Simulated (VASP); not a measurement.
Set up this calculation in VASP 6.6.1, as the native input.

| Item | Value |
| --- | --- |
| Task | single point |
| Functional | PBE |
| Potentials or basis | VASP PAW PBE potentials, release 64 (Sr_sv) |
| Cutoff | 520 eV |
| k mesh | 4 × 4 × 4 |
| Occupations | methfessel-paxton, width 0.136057 eV |
| Spin | no spin polarisation |
| Dipole correction | no |
| Further INCAR settings | ALGO = Normal; EDIFF = 1e-06; NBANDS = 11 |

The structure of Sr lies in POSCAR:

```
Sr
1.0
   -2.5183596394      2.5183596394      2.5183596394
    2.5183596394     -2.5183596394      2.5183596394
    2.5183596394      2.5183596394     -2.5183596394
Sr
1
Direct
    0.0000000000      0.0000000000      0.0000000000
```

The input as run:

INCAR

```
PREC = Accurate
ENCUT = 520
EDIFF = 1E-6
ISMEAR = 1
SIGMA = 0.13605693122994
LREAL = F
LASPH = T
NELM = 80
ALGO = Normal
ISIF = 2
LWAVE = F
LCHARG = F
GGA = PE
NBANDS = 11
```

KPOINTS

```
regular mesh
0
Gamma
  4 4 4
```

Potentials or basis: VASP PAW PBE potentials, release 64 (Sr_sv).

Launch:

```bash
$ cat potpaw_PBE.64/Sr_sv/POTCAR > POTCAR
$ mpirun -np 1 vasp_std > vasp.out
```

Results of the run:

The pressure is -1.6 GPa and the band gap on the k mesh is zero (band 5 reaches 1.42 eV, above the bottom of band 6 at 1.13 eV).

Caveat: the k points lie up to 0.44 Å⁻¹ apart.

Wall time 3.4 s on 1 thread of Intel(R) Xeon(R) Platinum 8488C (Sapphire Rapids), on a shared host, peak memory 0.17 GiB.
